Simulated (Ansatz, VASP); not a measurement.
## Two plane-wave programs on InP

```
CELL_PARAMETERS angstrom
0.00000 2.59534 2.59534
2.59534 0.00000 2.59534
2.59534 2.59534 0.00000
ATOMIC_POSITIONS crystal
In 0.00000 0.00000 0.00000
P 0.50000 0.50000 0.50000
```

Change from the starting cell: volume scaled by 0.88, PAW files.

Alike in both runs: task single point; functional LDA; k mesh 14 × 14 × 14; occupations fermi-dirac, width 0.05 eV; no spin polarisation.

|  | VASP | Ansatz |
| --- | --- | --- |
| version | VASP 6.6.1 | Ansatz 0.2.0 |
| potentials or method | VASP PAW LDA potentials, release 64 (In_d, P) | PAW with Ansatz's default frozen-core files, scalar-relativistic |
| plane-wave cutoff (eV) | 520 | 420 |
| valence electrons in the cell | 18 | 18 |

Ansatz gave:

- pressure (GPa): 15.5

Question: Estimate VASP's values.

Answer: Pressure (GPa): 15.6.

LDA's correlation is that of Perdew and Zunger in VASP and of Perdew and Wang (1992) in Ansatz.
